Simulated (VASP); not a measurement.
# MoSe2 (P-3m1) in VASP: single point with PBE+D3(BJ)+U

Aim: the single point of MoSe2 with PBE+D3(BJ)+U.

Everything below comes from runs of VASP 6.6.1. Logs are shortened: lines on timing, memory, paths and dates and some standing lists are left out, and cuts for length are marked.

### 1 The cell of the first run

The typed cell holds 6 atoms: a = 3.375 Å, b = 3.375 Å, c = 12.352 Å, α = 90.00°, β = 90.00°, γ = 120.00°.

### 2 Single point, PBE+D3(BJ)+U

Contents of INCAR:

```
PREC = Accurate
ENCUT = 500
EDIFF = 1E-6
ISMEAR = 0
SIGMA = 0.05
LREAL = False
LASPH = True
NELM = 200
ALGO = Normal
ISIF = 2
LWAVE = False
LCHARG = False
LMAXMIX = 4
LDAU = True
LDAUTYPE = 2
LDAUL = 2 -1
LDAUU = 5 0
LDAUJ = 0 0
LDAUPRINT = 1
GGA = PE
IVDW = 12
NBANDS = 35
GGA_COMPAT = False
```

Contents of KPOINTS:

```
Automatic mesh
0
Gamma
  12 12 2
```

Contents of POSCAR:

```
MoSe2
1.0
    3.3753114420      0.0000000000      0.0000000000
   -1.6876557210      2.9231054544      0.0000000000
    0.0000000000      0.0000000000     12.3518849041
Mo Se
2 4
Direct
    0.6666666667      0.3333333333      0.2500372131
    0.3333333333      0.6666666667      0.7499627869
    0.3333333333      0.6666666667      0.3815038453
    0.6666666667      0.3333333333      0.8814286561
    0.3333333333      0.6666666667      0.1185713439
    0.6666666667      0.3333333333      0.6184961547
```

Potentials or basis: VASP PAW PBE potentials, release 64 (Mo_sv, Se).

Run with:

```
$ cat potpaw_PBE.64/Mo_sv/POTCAR potpaw_PBE.64/Se/POTCAR > POTCAR
$ mpirun -np 1 vasp_std > vasp.out
```

OUTCAR:

```text
PREC = Accurate
   ENCUT = 500
   EDIFF = 1E-6
   ISMEAR = 0
   LREAL = False
   LASPH = True
   NELM = 200
   ISIF = 2
   GGA = PE
   IVDW = 12
 IVDW          = 12

 ion  position               nearest neighbor table
   1  0.667  0.333  0.250-   5 2.54   5 2.54   5 2.54   3 2.54   3 2.54   3 2.54
   2  0.333  0.667  0.750-   4 2.54   4 2.54   4 2.54   6 2.54   6 2.54   6 2.54
   3  0.333  0.667  0.382-   1 2.54   1 2.54   1 2.54
   4  0.667  0.333  0.881-   2 2.54   2 2.54   2 2.54
   5  0.333  0.667  0.119-   1 2.54   1 2.54   1 2.54
   6  0.667  0.333  0.618-   2 2.54   2 2.54   2 2.54

  LATTYP: Found a hexagonal cell.
 ALAT       =     3.3753114420
 C/A-ratio  =     3.6594800558

  Lattice vectors:

 A1 = (   3.3753114420,   0.0000000000,   0.0000000000)
 A2 = (  -1.6876557210,   2.9231054544,   0.0000000000)
 A3 = (   0.0000000000,   0.0000000000,  12.3518849041)

Analysis of symmetry for initial positions (statically):
=====================================================================
 Subroutine PRICEL returns:
 Original cell was already a primitive cell.

 Routine SETGRP: Setting up the symmetry group for a
 hexagonal supercell.

 Subroutine GETGRP returns: Found 12 space group operations
 (whereof 12 operations were pure point group operations)
 out of a pool of 24 trial point group operations.

The static configuration has the point symmetry D_3d.

Analysis of symmetry for dynamics (positions and initial velocities):
=====================================================================
 Subroutine PRICEL returns:
 Original cell was already a primitive cell.

 Routine SETGRP: Setting up the symmetry group for a
 hexagonal supercell.

 Subroutine GETGRP returns: Found 12 space group operations
 (whereof 12 operations were pure point group operations)
 out of a pool of 24 trial point group operations.

The dynamic configuration has the point symmetry D_3d.

 Subroutine INISYM returns: Found 12 space group operations
 (whereof 12 operations are pure point group operations),
 and found     1 'primitive' translations

----------------------------------------------------------------------------------------

                                     Primitive cell

  volume of cell :     121.8685

  direct lattice vectors                    reciprocal lattice vectors
     3.375311442  0.000000000  0.000000000     0.296268957  0.171050962  0.000000000
    -1.687655721  2.923105454  0.000000000     0.000000000  0.342101924  0.000000000
     0.000000000  0.000000000 12.351884904     0.000000000  0.000000000  0.080959304

  length of vectors
     3.375311442  3.375311442 12.351884904     0.342101924  0.342101924  0.080959304

  position of ions in fractional coordinates (direct lattice)
     0.666666667  0.333333333  0.250037213
     0.333333333  0.666666667  0.749962787
     0.333333333  0.666666667  0.381503845
     0.666666667  0.333333333  0.881428656
     0.333333333  0.666666667  0.118571344
     0.666666667  0.333333333  0.618496155

  ion indices of the primitive-cell ions
   primitive index   ion index
                 1           1
[... 107 lines left out ...]
   LHFCALC =     F    Hartree Fock is set to
   AEXX    =    0.0000 exact exchange contribution
   IVDW    =    12    specifies the selected vdW correction
   LEPSILON=     F    determine dielectric tensor
   LRPA    =     F    only Hartree local field effects (RPA)
 non-spin polarized calculation
 Gauss-broadening in eV      SIGMA  =   0.05
  energy-cutoff  :      500.00
  volume of cell :      121.87
 maximum number of plane-waves:      3118
 NGX is ok and might be reduce to    28
   NGX = 13   NGY = 13   NGZ = 45

atom =   1  type =  1  l = 2

 onsite density matrix

spin component  1

  0.3738  0.0000  0.0000 -0.0000 -0.0000
  0.0000  0.3755  0.0000  0.0000 -0.0000
  0.0000  0.0000  0.4291  0.0000 -0.0000
 -0.0000  0.0000  0.0000  0.3755 -0.0000
 -0.0000 -0.0000 -0.0000 -0.0000  0.3738

spin component  2

  0.3738  0.0000  0.0000 -0.0000 -0.0000
  0.0000  0.3755  0.0000  0.0000 -0.0000
  0.0000  0.0000  0.4291  0.0000 -0.0000
 -0.0000  0.0000  0.0000  0.3755 -0.0000
 -0.0000 -0.0000 -0.0000 -0.0000  0.3738

 occupancies and eigenvectors

  o =  0.3738  v = -0.4033 -0.0013 -0.0000 -0.0006 -0.9151  0.0000  0.0000  0.0000  0.0000  0.0000      0.0000  0.0000  0.0000  0.0000  0.0000  0.0000  0.0000  0.0000  0.0000  0.0000
  o =  0.3738  v =  0.0000  0.0000  0.0000  0.0000  0.0000 -0.4033 -0.0013 -0.0000 -0.0006 -0.9151      0.0000  0.0000  0.0000  0.0000  0.0000  0.0000  0.0000  0.0000  0.0000  0.0000
  o =  0.3738  v =  0.9151 -0.0006 -0.0000  0.0013 -0.4033  0.0000  0.0000  0.0000  0.0000  0.0000      0.0000  0.0000  0.0000  0.0000  0.0000  0.0000  0.0000  0.0000  0.0000  0.0000
  o =  0.3738  v =  0.0000  0.0000  0.0000  0.0000  0.0000  0.9151 -0.0006 -0.0000  0.0013 -0.4033      0.0000  0.0000  0.0000  0.0000  0.0000  0.0000  0.0000  0.0000  0.0000  0.0000
  o =  0.3755  v =  0.0000  1.0000 -0.0000 -0.0000 -0.0014  0.0000  0.0000  0.0000  0.0000  0.0000      0.0000  0.0000  0.0000  0.0000  0.0000  0.0000  0.0000  0.0000  0.0000  0.0000
  o =  0.3755  v =  0.0000  0.0000  0.0000  0.0000  0.0000  0.0000  1.0000 -0.0000 -0.0000 -0.0014      0.0000  0.0000  0.0000  0.0000  0.0000  0.0000  0.0000  0.0000  0.0000  0.0000
  o =  0.3755  v =  0.0000  0.0000  0.0000  0.0000  0.0000  0.0014 -0.0000  0.0000 -1.0000  0.0000      0.0000  0.0000  0.0000  0.0000  0.0000  0.0000  0.0000  0.0000  0.0000  0.0000
  o =  0.3755  v =  0.0014 -0.0000  0.0000 -1.0000  0.0000  0.0000  0.0000  0.0000  0.0000  0.0000      0.0000  0.0000  0.0000  0.0000  0.0000  0.0000  0.0000  0.0000  0.0000  0.0000
  o =  0.4291  v =  0.0000  0.0000  0.0000  0.0000  0.0000  0.0000  0.0000  1.0000 -0.0000 -0.0000      0.0000  0.0000  0.0000  0.0000  0.0000  0.0000  0.0000  0.0000  0.0000  0.0000
  o =  0.4291  v =  0.0000  0.0000  1.0000 -0.0000 -0.0000  0.0000  0.0000  0.0000  0.0000  0.0000      0.0000  0.0000  0.0000  0.0000  0.0000  0.0000  0.0000  0.0000  0.0000  0.0000

atom =   2  type =  1  l = 2

 onsite density matrix

spin component  1

  0.3738 -0.0000  0.0000 -0.0000 -0.0000
 -0.0000  0.3755  0.0000  0.0000 -0.0000
  0.0000  0.0000  0.4291 -0.0000 -0.0000
 -0.0000  0.0000 -0.0000  0.3755 -0.0000
 -0.0000 -0.0000 -0.0000 -0.0000  0.3738

spin component  2

  0.3738 -0.0000  0.0000 -0.0000 -0.0000
 -0.0000  0.3755  0.0000  0.0000 -0.0000
  0.0000  0.0000  0.4291 -0.0000 -0.0000
 -0.0000  0.0000 -0.0000  0.3755 -0.0000
 -0.0000 -0.0000 -0.0000 -0.0000  0.3738

 occupancies and eigenvectors

  o =  0.3738  v =  0.1070  0.0014  0.0000  0.0002  0.9943  0.0000  0.0000  0.0000  0.0000  0.0000      0.0000  0.0000  0.0000  0.0000  0.0000  0.0000  0.0000  0.0000  0.0000  0.0000
  o =  0.3738  v =  0.0000  0.0000  0.0000  0.0000  0.0000  0.1070  0.0014  0.0000  0.0002  0.9943      0.0000  0.0000  0.0000  0.0000  0.0000  0.0000  0.0000  0.0000  0.0000  0.0000
  o =  0.3738  v =  0.0000  0.0000  0.0000  0.0000  0.0000  0.9943 -0.0002 -0.0000  0.0014 -0.1070      0.0000  0.0000  0.0000  0.0000  0.0000  0.0000  0.0000  0.0000  0.0000  0.0000
  o =  0.3738  v =  0.9943 -0.0002 -0.0000  0.0014 -0.1070  0.0000  0.0000  0.0000  0.0000  0.0000      0.0000  0.0000  0.0000  0.0000  0.0000  0.0000  0.0000  0.0000  0.0000  0.0000
  o =  0.3755  v =  0.0000  1.0000 -0.0000 -0.0000 -0.0014  0.0000  0.0000  0.0000  0.0000  0.0000      0.0000  0.0000  0.0000  0.0000  0.0000  0.0000  0.0000  0.0000  0.0000  0.0000
  o =  0.3755  v =  0.0000  0.0000  0.0000  0.0000  0.0000  0.0000  1.0000 -0.0000 -0.0000 -0.0014      0.0000  0.0000  0.0000  0.0000  0.0000  0.0000  0.0000  0.0000  0.0000  0.0000
  o =  0.3755  v =  0.0000  0.0000  0.0000  0.0000  0.0000  0.0014 -0.0000  0.0000 -1.0000  0.0000      0.0000  0.0000  0.0000  0.0000  0.0000  0.0000  0.0000  0.0000  0.0000  0.0000
  o =  0.3755  v =  0.0014 -0.0000  0.0000 -1.0000  0.0000  0.0000  0.0000  0.0000  0.0000  0.0000      0.0000  0.0000  0.0000  0.0000  0.0000  0.0000  0.0000  0.0000  0.0000  0.0000
  o =  0.4291  v =  0.0000  0.0000  0.0000  0.0000  0.0000  0.0000  0.0000  1.0000 -0.0000 -0.0000      0.0000  0.0000  0.0000  0.0000  0.0000  0.0000  0.0000  0.0000  0.0000  0.0000
  o =  0.4291  v =  0.0000  0.0000  1.0000 -0.0000 -0.0000  0.0000  0.0000  0.0000  0.0000  0.0000      0.0000  0.0000  0.0000  0.0000  0.0000  0.0000  0.0000  0.0000  0.0000  0.0000

 number of electron      51.9999994 magnetization

 Free energy of the ion-electron system (eV)
  ---------------------------------------------------
  ext. energy  EPLUGINS =         0.00000000
  ---------------------------------------------------
  free energy    TOTEN  =       -27.83722641 eV

  energy without entropy =      -27.83722641  energy(sigma->0) =      -27.83722641

 E-fermi :   6.9621     XC(G=0): -10.6966

 val. band max:        6.7307786466   @ k =   0.0000   0.0000   0.0000
 cond. band min:       7.1948076039   @ k =   0.3333   0.3333   0.0000
 fundamental gap:      0.4640289573
 Fermi energy:         6.9621322646

 k-point     1 :       0.0000    0.0000    0.0000
  band No.  band energies     occupation
      1     -55.3041      2.00000
      2     -55.3040      2.00000
      3     -29.3524      2.00000
      4     -29.3523      2.00000
      5     -29.3249      2.00000
      6     -29.3249      2.00000
[... 901 lines left out ...]
     34       9.9641      0.00000
     35      12.6114      0.00000

 [... further k-points ...]

------------------------ aborting loop because EDIFF is reached ----------------------------------------

 Edisp (eV)   -2.79299

 E8    (eV) :    -1.2056

  FORCE on cell =-STRESS in cart. coord.  units (eV):
  Direction    XX          YY          ZZ          XY          YZ          ZX
  --------------------------------------------------------------------------------------
  -------------------------------------------------------------------------------------
  Total      -2.01380    -2.01380     4.49271    -0.00000     0.00000     0.00000
  in kB     -26.47494   -26.47494    59.06457    -0.00000     0.00000     0.00000
  external pressure =        2.04 kB  Pullay stress =        0.00 kB

 VOLUME and BASIS-vectors are now :
 -----------------------------------------------------------------------------
  energy-cutoff  :      500.00
  volume of cell :      121.87
      direct lattice vectors                 reciprocal lattice vectors
     3.375311442  0.000000000  0.000000000     0.296268957  0.171050962  0.000000000
    -1.687655721  2.923105454  0.000000000     0.000000000  0.342101924  0.000000000
     0.000000000  0.000000000 12.351884904     0.000000000  0.000000000  0.080959304

 POSITION                                       TOTAL-FORCE (eV/Angst)
 -----------------------------------------------------------------------------------
      1.68766      0.97437      3.08843        -0.000000     -0.000000     -0.000190
     -0.00000      1.94874      9.26345         0.000000     -0.000000      0.000190
     -0.00000      1.94874      4.71229        -0.000000     -0.000000      0.563346
      1.68766      0.97437     10.88731        -0.000000     -0.000000      0.564683
     -0.00000      1.94874      1.46458        -0.000000     -0.000000     -0.564683
      1.68766      0.97437      7.63959        -0.000000      0.000000     -0.563346
 -----------------------------------------------------------------------------------
    total drift:                               -0.000000      0.000000      0.000000

  FREE ENERGIE OF THE ION-ELECTRON SYSTEM (eV)
  ---------------------------------------------------
  free  energy   TOTEN  =       -30.6302201635 eV

  energy  without entropy=      -30.6302201635  energy(sigma->0) =      -30.63022016
```

Wall time 5.8 min (1 thread of Oxide Virtual Turin-like, shared host); peak memory 0.28 GiB.

Results:

```yaml
Free_energy: -30.6302 eV
Pressure: 0.2 GPa
Largest_force: 0.565 eV/Å
Band_gap_on_the_k_mesh: 0.46 eV (least direct gap 0.98 eV)
Dispersion_energy_per_atom: -0.465 eV
```

Forces on the atoms (eV/Å):
```
Mo   0.000  0.000  0.000
Mo   0.000  0.000  0.000
Se   0.000  0.000  0.563
Se   0.000  0.000  0.565
Se   0.000  0.000 -0.565
Se   0.000  0.000 -0.563
```

Levels at points of the mesh, in eV from the valence-band top:
```csv
k point,band 23,band 24,band 25,band 26,band 27,band 28,band 29,band 30
"(0.00, 0.00, 0.00)",-1.87,-1.07,-0.42,0.00,2.03,2.03,2.12,2.12
"(0.50, 0.00, 0.00)",-1.79,-1.53,-1.43,-1.27,1.12,1.19,1.35,1.61
"(0.00, 0.00, 0.50)",-1.92,-1.92,-0.09,-0.09,2.05,2.05,2.05,2.05
"(0.50, 0.00, 0.50)",-1.61,-1.61,-1.36,-1.36,1.15,1.15,1.50,1.50
```

Eigenvalues of the final occupation matrices:
```tsv
site	spin	trace	eigenvalues
site 1 d	1	1.93	0.37 0.37 0.38 0.38 0.43
site 1 d	2	1.93	0.37 0.37 0.38 0.38 0.43
site 2 d	1	1.93	0.37 0.37 0.38 0.38 0.43
site 2 d	2	1.93	0.37 0.37 0.38 0.38 0.43
```

Caveat: the stress differs along the axes, from -3 to 6 GPa. A k mesh can miss the band edges.
